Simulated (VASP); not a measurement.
Input of a VASP 6.6.1 run:

The input INCAR:

```
ALGO = Fast
EDIFF = 1E-7
ENCUT = 520
GGA = PE
ISIF = 2
ISMEAR = 0
LASPH = T
LCHARG = F
LREAL = F
LWAVE = F
NBANDS = 44
NELM = 60
PREC = Accurate
SIGMA = 0.1
```

File KPOINTS:

```
k-points
0
Gamma
  12 12 8
```

The input POSCAR:

```
CoSn
1.0
    5.2694842494      0.0000000000      0.0000000000
   -2.6347421247      4.5635072248      0.0000000000
    0.0000000000      0.0000000000      4.2091966287
Co Sn
3 3
Direct
    0.0000000000      0.5000000000      0.0000000000
    0.5000000000      0.5000000000      0.0000000000
    0.5000000000      0.0000000000      0.0000000000
    0.6666666667      0.3333333333      0.5000000000
    0.3333333333      0.6666666667      0.5000000000
    0.0000000000      0.0000000000      0.0000000000
```

Potentials or basis: VASP PAW PBE potentials, release 64 (Co, Sn_d).

Run with:

```console
$ cat potpaw_PBE.64/Co/POTCAR potpaw_PBE.64/Sn_d/POTCAR > POTCAR
$ mpirun -np 1 vasp_std > vasp.out
```

Q: Predict the pressure.

A: 1.9 GPa.

Q: Predict the band gap on the k mesh.

A: Zero (an odd number of electrons rules out a gap without spin polarisation).

Stress tensor (GPa, compression positive):
```
1.95 0.00 0.00
0.00 1.95 0.00
0.00 0.00 1.86
```

Caveat: spin-orbit coupling is left out, which moves the levels of the heavy elements; the run has no spin polarisation, though such a crystal can be magnetic. Spin polarisation is off, so any magnetic state and its effect on volume and gap are missing.
